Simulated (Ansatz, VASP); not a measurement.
# One calculation of LiH, two programs

File INCAR:

```
ALGO     = Normal         # electronic algorithm
EDIFF    = 1E-6           # SCF threshold, eV
ENCUT    = 520            # plane-wave cutoff, eV
GGA      = PS             # functional
ISIF     = 2              # what is computed and relaxed
ISMEAR   = 0              # smearing method
LASPH    = T              # aspherical terms in the spheres
LCHARG   = F              # write CHGCAR
LREAL    = F              # projectors in reciprocal space
LWAVE    = F              # write WAVECAR
NBANDS   = 9              # bands
NELM     = 100            # most SCF steps
PREC     = Accurate       # precision mode
SIGMA    = 0.01           # smearing width, eV
```

KPOINTS

```
k-points
0
Gamma
  10 10 10
```

The input POSCAR:

```
LiH
1.0
    0.0000000000      1.9903685597      1.9903685597
    1.9903685597      0.0000000000      1.9903685597
    1.9903685597      1.9903685597      0.0000000000
Li H
1 1
Direct
   -0.0025120976     -0.0025120976     -0.0025120976
    0.5000000000      0.5000000000      0.5000000000
```

Input for Ansatz:

```yaml
crystal:
  lattice:
    - [0.0, 1.99036855974, 1.99036855974]
    - [1.99036855974, 0.0, 1.99036855974]
    - [1.99036855974, 1.99036855974, 0.0]
  atoms:
    - { symbol: Li, position: [-0.002512097559, -0.002512097559, -0.002512097559] }
    - { symbol: H, position: [0.5, 0.5, 0.5] }
kpoints:
  mp_grid: { grid: [10, 10, 10] }
scf:
  occupations: { method: fixed }
  convergence: { dr2_threshold: 1.0e-10 }
hamiltonian:
  xc: pbesol
  pseudopotentials: { kind: all_electron, lapw: { basis_error: 0.0005 } }
output:
  forces: true
  stress: true
  eigenstates:
    kpoints:
      - [0.0, 0.0, 0.0]
      - [0.0, -0.5, -0.5]
      - [-0.5, 0.0, -0.5]
      - [-0.5, -0.5, 0.0]
      - [-0.5, 0.0, 0.0]
      - [0.0, -0.5, 0.0]
      - [0.0, 0.0, -0.5]
      - [-0.5, -0.5, -0.5]
  eigenvalues: true
```

Change from the starting cell: atom 1 moved by [-0.01, -0.01, -0.01] A.

Alike in both runs: task single point; functional PBEsol; k mesh 10 × 10 × 10; no spin polarisation.

|  | VASP | Ansatz |
| --- | --- | --- |
| version | VASP 6.6.1 | Ansatz 0.2.0 |
| potentials or method | VASP PAW PBE potentials, release 64 (Li_sv, H), cutoff 520 eV | all-electron LAPW, scalar-relativistic |
| occupations | gaussian, width 0.01 eV | fixed |

Ansatz gave:

```
gap on the k mesh at the Fermi level (eV) : 2.73
rms of the force components (eV/Å)        : 0.012
```

Task: What did VASP give for the same quantities?

Result: gap on the k mesh at the Fermi level (eV): 2.73; rms of the force components (eV/Å): 0.013.

VASP's potentials were made for PBE, not for PBEsol. Atom by atom the forces differ by 0.000 eV/Å (rms over components). Ansatz ran all-electron here, and VASP with PAW potentials.

Noted on VASP's run: the cutoff is short for stress, so the pressure is rough.
